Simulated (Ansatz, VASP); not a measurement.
**HgTe in VASP and in Ansatz**

File INCAR:

```
PREC = Accurate
ENCUT = 520
EDIFF = 1E-7
ISMEAR = -1
SIGMA = 0.02
LREAL = F
LASPH = T
NELM = 60
ALGO = Normal
ISIF = 2
LWAVE = F
LCHARG = F
GGA = PE
NBANDS = 16
```

File KPOINTS:

```
Automatic mesh
0
Gamma
  6 6 6
```

File POSCAR:

```
HgTe
1.0
    0.0000000000      3.2581138833      3.2581138833
    3.2581138833      0.0000000000      3.2581138833
    3.2581138833      3.2581138833      0.0000000000
Hg Te
1 1
Direct
    0.0000000000      0.0000000000      0.0000000000
    0.2500000000      0.2500000000      0.2500000000
```

Input for Ansatz:

```yaml
crystal:
  lattice:
    - [0.0, 3.2581138833, 3.2581138833]
    - [3.2581138833, 0.0, 3.2581138833]
    - [3.2581138833, 3.2581138833, 0.0]
  atoms:
    - { symbol: Hg, position: [0.0, 0.0, 0.0] }
    - { symbol: Te, position: [0.25, 0.25, 0.25] }
kpoints:
  mp_grid: { grid: [6, 6, 6] }
hamiltonian:
  xc: pbe
scf:
  occupations: { method: fermi_dirac, width: 0.02 }
  n_extra_bands: 4
output:
  forces: true
  stress: true
  eigenvalues: true
```

Alike in both runs: task single point; functional PBE; k mesh 6 × 6 × 6; occupations fermi-dirac, width 0.02 eV; no spin polarisation.

```csv
,VASP,Ansatz
version,VASP 6.6.1,Ansatz 0.2.0
potentials or method,"VASP PAW PBE potentials, release 64 (Hg, Te)","plane waves, PAW"
plane-wave cutoff (eV),520,420
valence electrons in the cell,18,36
```

|  | VASP | Ansatz | Ansatz less VASP |
| --- | --- | --- | --- |
| pressure (GPa) | 2.6 | 2.5 | -0.07 |

VASP's potentials hold 18 valence electrons a cell and Ansatz's 36, so a difference there can come from the potentials and not from the codes.

Spin-orbit coupling is off throughout.
